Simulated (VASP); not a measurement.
Al2Cu:

```xyz
3
Lattice="4.1052 0.0000 0.0000 0.0000 4.1052 0.0000 0.0000 0.0000 2.8913" Properties=species:S:1:pos:R:3 pbc="T T T"
Al    2.0526    0.0000    1.4457
Al    0.0000    2.0526    1.4457
Cu    0.0000    0.0000    0.0000
```

- Program: VASP 6.6.1
- Task: relaxation of cell and atoms
- Functional: LDA
- Potentials or basis: VASP PAW LDA potentials, release 64 (Al, Cu)
- Cutoff: 600 eV
- k mesh: 10 × 10 × 14
- Occupations: gaussian, width 0.1 eV
- Spin: no spin polarisation

At the start: pressure -4.8 GPa; volume 16.24 Å³/atom.

Q: How do energy, volume and symmetry change on relaxing?

A: Over 8 steps the energy falls by 13.4 meV/atom and the volume is 15.42 Å³/atom (-5.0 %); space group P4/mmm (No. 123, to 0.1 Å) before and after.

The path:
```csv
step,energy change (eV),largest force (eV/Å),pressure (GPa),volume (Å³)
1,0.0000,0.0000,-4.78,48.73
2,-0.0349,0.0000,2.18,45.38
3,-0.0400,0.0000,-0.05,46.23
4,-0.0400,0.0000,0.25,46.18
5,-0.0402,0.0000,-0.15,46.33
6,-0.0402,0.0000,-0.28,46.31
7,-0.0402,0.0000,-0.24,46.28
8,-0.0403,0.0000,0.03,46.27
```

Final structure:
```yaml
crystal:
  lattice:
    - [4.04543, 0.00000, 0.00000]
    - [0.00000, 4.04543, 0.00000]
    - [0.00000, 0.00000, 2.82705]
  atoms:
    - { symbol: Al, position: [0.50000, 0.00000, 0.50000] }
    - { symbol: Al, position: [0.00000, 0.50000, 0.50000] }
    - { symbol: Cu, position: [0.00000, 0.00000, 0.00000] }
```
